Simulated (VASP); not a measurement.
Write the native input for VASP 6.6.1 that does the following.

```
Task                   : single point
Functional             : PBEsol
Potentials or basis    : VASP PAW PBE potentials, release 64 (K_sv, I)
Cutoff                 : 520 eV
k mesh                 : 4 × 4 × 4
Occupations            : gaussian, width 0.01 eV
Spin                   : no spin polarisation
Dipole correction      : no
Further INCAR settings : ALGO = Normal; EDIFF = 1e-06; NBANDS = 15
```

The structure of KI lies in POSCAR:

```
KI
1.0
    0.0000000000      3.5327750000      3.5327750000
    3.5327750000      0.0000000000      3.5327750000
    3.5327750000      3.5327750000      0.0000000000
K I
1 1
Direct
    0.0000000000      0.0000000000      0.0000000000
    0.5000000000      0.5000000000      0.5000000000
```

One way to write it, as run:

INCAR

```
SYSTEM = KI
  PREC = Accurate
  ENCUT = 520
  EDIFF = 1E-6
  ISMEAR = 0
  SIGMA = 0.01
  LREAL = .FALSE.
  LASPH = .TRUE.
  NELM = 100
  ALGO = Normal
  ISIF = 2
  LWAVE = .FALSE.
  LCHARG = .TRUE.
  GGA = PS
  LELF = .TRUE.
  LVHAR = .TRUE.
  NBANDS = 15
```

KPOINTS

```
regular mesh
0
G
  4 4 4
  0 0 0
```

Potentials or basis: VASP PAW PBE potentials, release 64 (K_sv, I).

Launch:

```bash
$ cat potpaw_PBE.64/K_sv/POTCAR potpaw_PBE.64/I/POTCAR > POTCAR
$ mpirun -np 1 vasp_std > vasp.out
```

It gave:

```json
{
  "Pressure": "-0.2 GPa",
  "Band gap on the k mesh": "3.81 eV, direct"
}
```

Caveat: the PAW data sets were made with another functional, which shifts forces and pressure a little; spin-orbit coupling is left out, which moves the levels of the heavy elements.

Run time: 16 s on 1 thread of Intel(R) Xeon(R) Platinum 8488C (Sapphire Rapids), on a shared host, peak memory 0.23 GiB.
